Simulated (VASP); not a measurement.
Write the native input for VASP 6.6.1 that does the following.

```yaml
Task: electric field gradients
Functional: PBE
Potentials_or_basis: VASP PAW PBE potentials, release 64 (Ta_pv, C)
Cutoff: 520 eV
k_mesh: 14 × 14 × 14
Occupations: fermi-dirac, width 0.05 eV
Spin: no spin polarisation
Dipole_correction: no
Further_INCAR_settings: ALGO = Normal; EDIFF = 1e-08; NBANDS = 14
```

The structure of TaC lies in POSCAR:

```
TaC
1.0
    0.0000000000      2.0636503954      2.0636503954
    2.0636503954      0.0000000000      2.0636503954
    2.0636503954      2.0636503954      0.0000000000
Ta C
1 1
Direct
    0.0000000000      0.0000000000      0.0000000000
    0.5000000000      0.5000000000      0.5000000000
```

This cell differs from its parent crystal: volume scaled by 0.8.

The input as run:

INCAR

```
SYSTEM = TaC
PREC = Accurate
ENCUT = 520
EDIFF = 1E-8
ISMEAR = -1
SIGMA = 0.05
LREAL = .FALSE.
LASPH = .TRUE.
NELM = 120
ALGO = Normal
ISIF = 2
LWAVE = .FALSE.
LCHARG = .FALSE.
GGA = PE
LEFG = .TRUE.
NBANDS = 14
GGA_COMPAT = .FALSE.
```

KPOINTS

```
regular mesh
0
G
  14 14 14
  0 0 0
```

Potentials or basis: VASP PAW PBE potentials, release 64 (Ta_pv, C).

The run is started by

```console
$ cat potpaw_PBE.64/Ta_pv/POTCAR potpaw_PBE.64/C/POTCAR > POTCAR
$ mpirun -np 1 vasp_std > vasp.out
```

It gave:

```yaml
Pressure: 132.7 GPa
```

Caveat: without QUAD_EFG the Cq values of the log hold for a quadrupole moment of 1 mb, not for the nuclei.

Run time: 25 s on 1 thread of Intel(R) Xeon(R) Platinum 8259CL CPU @ 2.50GHz (Skylake/Cascade Lake) (shared host), peak memory 0.16 GiB.
